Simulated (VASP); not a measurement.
Runs of VASP 6.6.1 on La. The structure is that of space group Pm-3m (No. 221), or close to it. The cells are those of the table. 

| task | cell | cutoff (eV) | gap on the mesh (eV) | pressure (GPa) |
| --- | --- | --- | --- | --- |
| single point | a = 2.580 Å, 1 atom | 520 | none | 92.4 |
| relaxation of cell and atoms | relaxed to 92 GPa from a = 2.561 Å, 1 atom | 600 | none | 92.0 |
| single point | a = 2.581 Å, 1 atom | 520 | none | (a) |
| relaxation of cell and atoms | relaxed to 92 GPa from a = 2.581 Å, 1 atom | 600 | none | 92.0 |

Alike in all rows: level LDA; potentials or basis VASP PAW LDA potentials, release 64 (La); no spin polarisation; k mesh 15 × 15 × 15; smearing fermi-dirac 0.1 eV.

Fill in the values left out.

(a) 91.8.

Caveats: spin-orbit coupling is left out, which moves the levels of the heavy elements; the cell is relaxed towards a set pressure, so the enthalpy falls and the energy may rise (some runs).

A k mesh can miss the band edges, and the runs leave out spin-orbit coupling on La.

A gap of «none» marks levels without a gap at the run's occupations.
